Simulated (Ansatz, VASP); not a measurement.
# MgO in VASP and in Ansatz

The input INCAR:

```
SYSTEM = MgO
ALGO = Normal
EDIFF = 1E-6
ENCUT = 520
GGA = PS
ISIF = 2
ISMEAR = 0
LASPH = .TRUE.
LCHARG = .FALSE.
LREAL = .FALSE.
LWAVE = .FALSE.
NBANDS = 16
NELM = 80
PREC = Accurate
SIGMA = 0.05
```

KPOINTS

```
k-points
0
G
  9 9 6
  0 0 0
```

File POSCAR:

```
MgO
1.0
    3.3486902732      0.0000000000      0.0000000000
   -1.6743451366      2.9000508460      0.0000000000
    0.0000000000      0.0000000000      4.8847345015
Mg O
2 2
Direct
    0.3333333333      0.6666666667      0.0508752499
    0.6666666667      0.3333333333      0.5508752499
    0.3333333333      0.6666666667      0.4009416620
    0.6666666667      0.3333333333      0.9009416620
```

Input for Ansatz:

```yaml
crystal:
  lattice:
    - [3.3486902732, 0.0, 0.0]
    - [-1.6743451366, 2.900050846, 0.0]
    - [0.0, 0.0, 4.8847345015]
  atoms:
    - { symbol: Mg, position: [0.3333333333, 0.6666666667, 0.0508752499] }
    - { symbol: Mg, position: [0.6666666667, 0.3333333333, 0.5508752499] }
    - { symbol: O, position: [0.3333333333, 0.6666666667, 0.400941662] }
    - { symbol: O, position: [0.6666666667, 0.3333333333, 0.900941662] }
basis:
  ecutwfc: 520.0
kpoints:
  mp_grid: { grid: [9, 9, 6] }
hamiltonian:
  xc: pbesol
  pseudopotentials: { kind: paw, azcp: { folder: soft_1 } }
scf:
  occupations: { method: gaussian, width: 0.05 }
output:
  forces: true
  stress: true
  eigenvalues: true
```

Alike in both runs: task single point; functional PBEsol; k mesh 9 × 9 × 6; occupations gaussian, width 0.05 eV; no spin polarisation.

```csv
,VASP,Ansatz
version,VASP 6.6.1,Ansatz 0.2.0
potentials or method,"VASP PAW PBE potentials, release 64 (Mg, O), cutoff 520 eV","scalar-relativistic, plane waves, PAW"
valence electrons in the cell,16,32
```

|  | VASP | Ansatz | Ansatz less VASP |
| --- | --- | --- | --- |
| gap on the k mesh at the Fermi level (eV) | 3.55 | 3.54 | -0.007 |
| least direct gap on the mesh (eV) | 3.55 | 3.54 | -0.007 |
| pressure (GPa) | 10.2 | 10.0 | -0.22 |
| traceless stress, the component that is largest in VASP (GPa) | 37.36 | 36.15 | -1.208 |
| rms of the force components (eV/Å) | 2.686 | 2.600 | -0.0862 |

VASP's potentials were made for PBE, not for PBEsol, and Ansatz warns of the same on its side. Atom by atom the forces differ by 0.086 eV/Å (rms over components). VASP's potentials hold 16 valence electrons a cell and Ansatz's 32, so a difference there can come from the potentials and not from the codes.
